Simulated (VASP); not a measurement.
# Ca: single point with LDA

Ca:

```xyz
2
Lattice="3.9203 0.0000 0.0000 -1.9601 3.3951 0.0000 0.0000 0.0000 6.3244" Properties=species:S:1:pos:R:3 pbc="T T T"
Ca    0.0000    2.2634    1.5811
Ca    1.9601    1.1317    4.7433
```

This cell differs from its parent crystal: strain -0.015 along x and y, -0.030 along z.

- Program: VASP 6.6.1
- Task: single point
- Functional: LDA
- Potentials or basis: VASP PAW LDA potentials, release 64 (Ca_sv)
- Cutoff: 520 eV
- k mesh: 15 × 15 × 8
- Occupations: gaussian, width 0.15 eV
- Spin: no spin polarisation

```
Pressure               : -1.6 GPa
Band gap on the k mesh : zero (bands 10 and 11 overlap by 0.40 eV)
```

Stress tensor (GPa, compression positive):
```
-1.75  0.00  0.00
 0.00 -1.75  0.00
 0.00  0.00 -1.20
```

Levels at points of the mesh, in eV from the Fermi level:
| k point | band 7 | band 8 | band 9 | band 10 | band 11 | band 12 | band 13 | band 14 |
| --- | --- | --- | --- | --- | --- | --- | --- | --- |
| (0.00, 0.00, 0.00) | -22.82 | -22.81 | -4.09 | -1.06 | -0.11 | 2.14 | 2.14 | 2.19 |
| (0.00, 0.00, 0.50) | -22.83 | -22.83 | -3.04 | -3.04 | 1.34 | 1.34 | 2.12 | 2.12 |

Run time: 8.4 min on 1 thread of Intel Xeon 8259CL, with other jobs on the host, peak memory 0.28 GiB.

Caveat: the cell differs from its parent crystal (strain -0.015 along x and y, -0.030 along z).
